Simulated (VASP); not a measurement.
# MnO (Pm-3m) in VASP: a series of runs, part 2 of 2

VASP 6.6.1.

## 5. Single point, LDA+U, collinear spin, antiferromagnetic start

Contents of INCAR:

```
SYSTEM = MnO
  PREC = Accurate
  ENCUT = 600
  EDIFF = 1E-6
  ISMEAR = 0
  SIGMA = 0.05
  LREAL = .False.
  LASPH = .True.
  NELM = 200
  ALGO = Normal
  ISIF = 2
  LWAVE = .False.
  LCHARG = .False.
  ISPIN = 2
  MAGMOM = 4.7 -4.7 0 0
  LORBIT = 11
  LMAXMIX = 4
  LDAU = .True.
  LDAUTYPE = 2
  LDAUL = 2 -1
  LDAUU = 6 0
  LDAUJ = 0 0
  LDAUPRINT = 1
  GGA = CA
  NBANDS = 31
  GGA_COMPAT = .False.
```

Contents of KPOINTS:

```
regular mesh
0
Gamma
  7 7 7
  0 0 0
```

Contents of POSCAR:

```
MnO
1.0
    2.6723886600      0.0000000000      2.6723886600
    0.0000000000      2.6723886600      2.6723886600
    0.0000000000      0.0000000000      5.3447773200
Mn O
2 2
Direct
    0.0000000000      0.0000000000      0.0000000000
    0.0000000000      0.0000000000      0.5000000000
    0.5000000000      0.5000000000      0.7500000000
    0.5000000000      0.5000000000      0.2500000000
```

Potentials or basis: VASP PAW LDA potentials, release 64 (Mn_pv, O).

On the command line:

```
> cat potpaw_LDA.64/Mn_pv/POTCAR potpaw_LDA.64/O/POTCAR > POTCAR
> mpirun -np 1 vasp_std > vasp.out
```

OUTCAR:

```text
SYSTEM = MnO
   PREC = Accurate
   ENCUT = 600
   EDIFF = 1E-6
   ISMEAR = 0
   LREAL = .False.
   LASPH = .True.
   NELM = 200
   ISIF = 2
   ISPIN = 2
   LORBIT = 11
   GGA = CA

 ion  position               nearest neighbor table
   1  0.000  0.000  0.000-   3 2.31   3 2.31   4 2.31   3 2.31   4 2.31   4 2.31   3 2.31   4 2.31
                             2 2.67   2 2.67   2 2.67   2 2.67   2 2.67   2 2.67
   2  0.000  0.000  0.500-   4 2.31   3 2.31   4 2.31   3 2.31   4 2.31   3 2.31   4 2.31   3 2.31
                             1 2.67   1 2.67   1 2.67   1 2.67   1 2.67   1 2.67
   3  0.500  0.500  0.750-   2 2.31   1 2.31   2 2.31   1 2.31   2 2.31   1 2.31   2 2.31   1 2.31

   4  0.500  0.500  0.250-   1 2.31   1 2.31   2 2.31   1 2.31   2 2.31   2 2.31   1 2.31   2 2.31

  LATTYP: Found a face centered cubic cell.
 ALAT       =     5.3447773200

  Lattice vectors:

 A1 = (   2.6723886600,  -2.6723886600,   0.0000000000)
 A2 = (   2.6723886600,   0.0000000000,   2.6723886600)
 A3 = (   0.0000000000,  -2.6723886600,   2.6723886600)

Analysis of symmetry for initial positions (statically):
=====================================================================
 Subroutine PRICEL returns following result:

  LATTYP: Found a simple cubic cell.
 ALAT       =     2.6723886600
[... 12 lines left out ...]
 Subroutine GETGRP returns: Found 48 space group operations
 (whereof 48 operations were pure point group operations)
 out of a pool of 48 trial point group operations.

The static configuration has the point symmetry O_h .

Analysis of symmetry for dynamics (positions and initial velocities):
=====================================================================
 Subroutine PRICEL returns following result:

  LATTYP: Found a simple cubic cell.
 ALAT       =     2.6723886600
[... 12 lines left out ...]
 Subroutine GETGRP returns: Found 48 space group operations
 (whereof 48 operations were pure point group operations)
 out of a pool of 48 trial point group operations.

The dynamic configuration has the point symmetry O_h .

Analysis of structural, dynamic, and magnetic symmetry:
=====================================================================
 Subroutine PRICEL returns following result:

  LATTYP: Found a simple cubic cell.
 ALAT       =     2.6723886600
[... 12 lines left out ...]
 Subroutine GETGRP returns: Found 48 space group operations
 (whereof 48 operations were pure point group operations)
 out of a pool of 48 trial point group operations.

The overall configuration has the point symmetry O_h .

 Subroutine INISYM returns: Found 48 space group operations
 (whereof 48 operations are pure point group operations),
 and found     2 'primitive' translations

----------------------------------------------------------------------------------------

                                     Primitive cell

  volume of cell :      19.0853

  direct lattice vectors                    reciprocal lattice vectors
     0.000000000 -2.672388660  0.000000000     0.000000000 -0.374197068  0.000000000
[... 173 lines left out ...]
  0.9721  0.0000 -0.0000  0.0000 -0.0000
  0.0000  0.9721  0.0000  0.0000  0.0000
 -0.0000  0.0000  0.9203  0.0000 -0.0000
  0.0000  0.0000  0.0000  0.9721 -0.0000
 -0.0000  0.0000 -0.0000 -0.0000  0.9203

 occupancies and eigenvectors

  o =  0.0317  v =  0.0000  0.0000 -0.0622 -0.0000  0.9981  0.0000  0.0000  0.0000  0.0000  0.0000      0.0000  0.0000  0.0000  0.0000  0.0000  0.0000  0.0000  0.0000  0.0000  0.0000
  o =  0.0317  v =  0.0000  0.0000  0.9981 -0.0000  0.0622  0.0000  0.0000  0.0000  0.0000  0.0000      0.0000  0.0000  0.0000  0.0000  0.0000  0.0000  0.0000  0.0000  0.0000  0.0000
  o =  0.0622  v =  1.0000  0.0000  0.0000  0.0000  0.0000  0.0000  0.0000  0.0000  0.0000  0.0000      0.0000  0.0000  0.0000  0.0000  0.0000  0.0000  0.0000  0.0000  0.0000  0.0000
  o =  0.0622  v =  0.0000 -0.9998 -0.0000 -0.0211  0.0000  0.0000  0.0000  0.0000  0.0000  0.0000      0.0000  0.0000  0.0000  0.0000  0.0000  0.0000  0.0000  0.0000  0.0000  0.0000
  o =  0.0622  v =  0.0000 -0.0211  0.0000  0.9998  0.0000  0.0000  0.0000  0.0000  0.0000  0.0000      0.0000  0.0000  0.0000  0.0000  0.0000  0.0000  0.0000  0.0000  0.0000  0.0000
  o =  0.9203  v =  0.0000  0.0000  0.0000  0.0000  0.0000  0.0000 -0.0000 -0.9991 -0.0000 -0.0427      0.0000  0.0000  0.0000  0.0000  0.0000  0.0000  0.0000  0.0000  0.0000  0.0000
  o =  0.9203  v =  0.0000  0.0000  0.0000  0.0000  0.0000  0.0000 -0.0000 -0.0427 -0.0000  0.9991      0.0000  0.0000  0.0000  0.0000  0.0000  0.0000  0.0000  0.0000  0.0000  0.0000
  o =  0.9721  v =  0.0000  0.0000  0.0000  0.0000  0.0000  1.0000  0.0000  0.0000  0.0000  0.0000      0.0000  0.0000  0.0000  0.0000  0.0000  0.0000  0.0000  0.0000  0.0000  0.0000
  o =  0.9721  v =  0.0000  0.0000  0.0000  0.0000  0.0000  0.0000 -0.0892  0.0000 -0.9960 -0.0000      0.0000  0.0000  0.0000  0.0000  0.0000  0.0000  0.0000  0.0000  0.0000  0.0000
  o =  0.9721  v =  0.0000  0.0000  0.0000  0.0000  0.0000  0.0000 -0.9960  0.0000  0.0892 -0.0000      0.0000  0.0000  0.0000  0.0000  0.0000  0.0000  0.0000  0.0000  0.0000  0.0000

 number of electron      38.0000003 magnetization      -0.0000000

 Free energy of the ion-electron system (eV)
  ---------------------------------------------------
  ext. energy  EPLUGINS =         0.00000000
  ---------------------------------------------------
  free energy    TOTEN  =       -30.40127840 eV

  energy without entropy =      -30.40127840  energy(sigma->0) =      -30.40127840

 E-fermi :   7.4973     XC(G=0): -13.2634

 val. band max:        7.2165970190   @ k =   0.4286   0.2857   0.0000
 cond. band min:       9.3553678005   @ k =   0.0000   0.0000   0.0000
 fundamental gap:      2.1387707815
 Fermi energy:         7.4973399691

 spin component 1

 k-point     1 :       0.0000    0.0000    0.0000
  band No.  band energies     occupation
      1     -41.5830      1.00000
      2     -41.5829      1.00000
      3     -41.5829      1.00000
      4     -37.1161      1.00000
      5     -37.1161      1.00000
      6     -37.1161      1.00000
[... 669 lines left out ...]
     30      21.7729      0.00000
     31      24.5784      0.00000
 Fermi energy:         7.4973399691

 spin component 2

 k-point     1 :       0.0000    0.0000    0.0000
  band No.  band energies     occupation
      1     -41.5830      1.00000
      2     -41.5829      1.00000
      3     -41.5829      1.00000
      4     -37.1161      1.00000
      5     -37.1161      1.00000
      6     -37.1161      1.00000
[... 669 lines left out ...]
     30      21.7729      0.00000
     31      24.5784      0.00000

------------------------ aborting loop because EDIFF is reached ----------------------------------------

  FORCE on cell =-STRESS in cart. coord.  units (eV):
  Direction    XX          YY          ZZ          XY          YZ          ZX
  --------------------------------------------------------------------------------------
  -------------------------------------------------------------------------------------
  Total        0.8571853      0.8571853      0.8571853     -0.0000000     -0.0000000      0.0000000
  in kB       35.9796085     35.9796085     35.9796085     -0.0000000     -0.0000000      0.0000000
  external PRESSURE =      35.9796085 kB  Pullay stress =       0.0000000 kB

 VOLUME and BASIS-vectors are now :
 -----------------------------------------------------------------------------
  energy-cutoff  :      600.00
  volume of cell :       38.17
      direct lattice vectors                 reciprocal lattice vectors
     2.672388660  0.000000000  2.672388660     0.374197068  0.000000000  0.000000000
     0.000000000  2.672388660  2.672388660     0.000000000  0.374197068  0.000000000
     0.000000000  0.000000000  5.344777320    -0.187098534 -0.187098534  0.187098534

 POSITION                                       TOTAL-FORCE (eV/Angst)
 -----------------------------------------------------------------------------------
      0.00000      0.00000      0.00000         0.000000     -0.000000      0.000000
      0.00000      0.00000      2.67239        -0.000000      0.000000     -0.000000
      1.33619      1.33619      6.68097         0.000000     -0.000000     -0.000000
      1.33619      1.33619      4.00858         0.000000      0.000000      0.000000
 -----------------------------------------------------------------------------------
    total drift:                                0.000000      0.000000      0.000000

  FREE ENERGIE OF THE ION-ELECTRON SYSTEM (eV)
  ---------------------------------------------------
  free  energy   TOTEN  =       -30.4012783954 eV

  energy  without entropy=      -30.4012783954  energy(sigma->0) =      -30.40127840

 total charge

# of ion       s       p       d       tot
------------------------------------------
    1        0.228   6.207   4.985  11.420
    2        0.228   6.207   4.985  11.420
    3        1.550   3.428   0.000   4.978
    4        1.550   3.428   0.000   4.978
--------------------------------------------------
tot          3.556  19.268   9.971  32.795

 magnetization (x)

# of ion       s       p       d       tot
------------------------------------------
    1        0.021   0.020   4.497   4.538
    2       -0.021  -0.020  -4.497  -4.538
    3        0.000   0.000   0.000   0.000
    4        0.000   0.000   0.000   0.000
--------------------------------------------------
tot          0.000   0.000   0.000   0.000
```

It took 97 s on 1 thread of Intel Xeon 6975P-C, shared host; peak memory 0.2 GiB.

What came out:

```
Free energy                                           : -30.4013 eV
Pressure                                              : 3.6 GPa
Band gap on the k mesh                                : 2.14 eV
Net moment                                            : 0.00 μB per cell
Site moments                                          : Mn +4.54, -4.54; O +0.00 μB
Valence electrons inside the program's atomic spheres : Mn 11.42; O 4.98
```

Eigenvalues of the final occupation matrices:
| site | spin | trace | eigenvalues |
| --- | --- | --- | --- |
| site 1 d | 1 | 4.76 | 0.92 0.92 0.97 0.97 0.97 |
| site 1 d | 2 | 0.25 | 0.03 0.03 0.06 0.06 0.06 |
| site 2 d | 1 | 0.25 | 0.03 0.03 0.06 0.06 0.06 |
| site 2 d | 2 | 4.76 | 0.92 0.92 0.97 0.97 0.97 |

A k mesh can miss the band edges. The state reached can hang on the start; a lower one may exist.

## 6. Single point, LDA+U, collinear spin, antiferromagnetic start

Contents of INCAR:

```
ALGO     = Normal         # electronic algorithm
EDIFF    = 1E-6           # SCF threshold, eV
ENCUT    = 600            # plane-wave cutoff, eV
GGA_COMPAT= F            
ISIF     = 2              # what is computed and relaxed
ISMEAR   = 0              # smearing method
ISPIN    = 2              # spin polarisation
LASPH    = T              # aspherical terms in the spheres
LCHARG   = F              # write CHGCAR
LDAU     = T              # DFT+U
LDAUJ    = 0 0          
LDAUL    = 2 -1           # shell
LDAUPRINT= 1            
LDAUTYPE = 2            
LDAUU    = 6 0            # U, eV
LMAXMIX  = 4              # l up to which the mixer works
LORBIT   = 11             # projections on sites
LREAL    = F              # projectors in reciprocal space
LWAVE    = F              # write WAVECAR
MAGMOM   = 4.27 -4.27 0 0 # initial moments
NBANDS   = 31             # bands
NELM     = 200            # most SCF steps
PREC     = Accurate       # precision mode
SIGMA    = 0.05           # smearing width, eV
```

Contents of KPOINTS:

```
k-points
0
Gamma
  7 7 7
```

POSCAR is that of step 5.

Potentials or basis: VASP PAW LDA potentials, release 64 (Mn_pv, O).

On the command line:

```
> cat potpaw_LDA.64/Mn_pv/POTCAR potpaw_LDA.64/O/POTCAR > POTCAR
> mpirun -np 1 vasp_std > vasp.out
```

Run time: 99 s. Hardware: 1 thread of Intel Xeon 6975P-C, shared host; peak memory 0.2 GiB.

It converged, with:

```
Free energy                                           : -30.4013 eV
Pressure                                              : 3.6 GPa
Band gap on the k mesh                                : 2.14 eV
Net moment                                            : 0.00 μB per cell
Site moments                                          : Mn +4.54, -4.54; O +0.00 μB
Valence electrons inside the program's atomic spheres : Mn 11.42; O 4.98
```

Levels at points of the mesh, in eV from the valence-band top:
Spin up:
```tsv
k point	band 16	band 17	band 18	band 19	band 20	band 21	band 22	band 23
(0.00, 0.00, 0.00)	-1.28	-1.12	-1.12	-1.12	2.14	4.78	4.78	6.36
```
Spin down:
```csv
k point,band 15,band 16,band 17,band 18,band 19,band 20,band 21,band 22,band 23,band 24
"(0.00, 0.00, 0.00)",-1.28,-1.28,-1.12,-1.12,-1.12,2.14,4.78,4.78,6.36,6.36
```

Eigenvalues of the final occupation matrices:
```
    site  spin  trace               eigenvalues
site 1 d     1   4.76  0.92 0.92 0.97 0.97 0.97
site 1 d     2   0.25  0.03 0.03 0.06 0.06 0.06
site 2 d     1   0.25  0.03 0.03 0.06 0.06 0.06
site 2 d     2   4.76  0.92 0.92 0.97 0.97 0.97
```

A k mesh can miss the band edges. The state reached can hang on the start; a lower one may exist.
